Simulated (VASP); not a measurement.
Crystal: HgTe (Coloradoite).

```
CELL_PARAMETERS angstrom
0.00000 3.21450 3.21450
3.21450 0.00000 3.21450
3.21450 3.21450 0.00000
ATOMIC_POSITIONS crystal
Hg 0.00000 0.00000 0.00000
Te 0.75000 0.75000 0.75000
```

- Program: VASP 6.6.1
- Task: relaxation of cell and atoms
- Functional: BLYP
- Dispersion: D3(BJ)
- Potentials or basis: VASP PAW PBE potentials, release 64 (Hg, Te)
- Cutoff: 600 eV
- k mesh: 7 × 7 × 7
- Occupations: fermi-dirac, width 0.05 eV
- Spin: no spin polarisation

At the start: pressure 3.3 GPa; volume 33.22 Å³/atom.

Problem. How do energy, volume and symmetry change on relaxing?

Solution. Over 3 steps the energy falls by 23.0 meV/atom and the volume is 35.64 Å³/atom (+7.3 %); space group F-43m (No. 216, to 0.05 Å).

Step by step:
```
step  energy change (eV)  largest force (eV/Å)  pressure (GPa)  volume (Å³)
   1              0.0000                0.0000            3.26        66.43
   2             -0.0406                0.0000           -0.93        73.15
   3             -0.0461                0.0000            0.01        71.28
```

Final structure:
```
CELL_PARAMETERS angstrom
0.00000 3.29088 3.29088
3.29088 0.00000 3.29088
3.29088 3.29088 0.00000
ATOMIC_POSITIONS crystal
Hg 0.00000 0.00000 0.00000
Te 0.75000 0.75000 0.75000
```

Caveat: the PAW data sets were made with another functional, which shifts forces and pressure a little; pairwise dispersion overbinds metals, which lowers pressure and volume.
